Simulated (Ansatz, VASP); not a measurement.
## One calculation of Br, two programs

```
Br
1.0
     0.00000    3.50671    3.50671
     3.50671    0.00000    3.50671
     3.50671    3.50671    0.00000
Br
2
Direct
  0.87500 0.87500 0.87500
  0.12500 0.12500 0.12500
```

Alike in both runs: task single point; functional PBE; k mesh 11 × 11 × 11; occupations fermi-dirac, width 0.08 eV; no spin polarisation.

|  | VASP | Ansatz |
| --- | --- | --- |
| version | VASP 6.6.1 | Ansatz 0.2.0 |
| potentials or method | VASP PAW PBE potentials, release 64 (Br), cutoff 520 eV | all-electron LAPW, scalar-relativistic |

```csv
,VASP,Ansatz,Ansatz less VASP
pressure (GPa),0.1,0.1,0.00
```

Ansatz ran all-electron here, and VASP with PAW potentials.
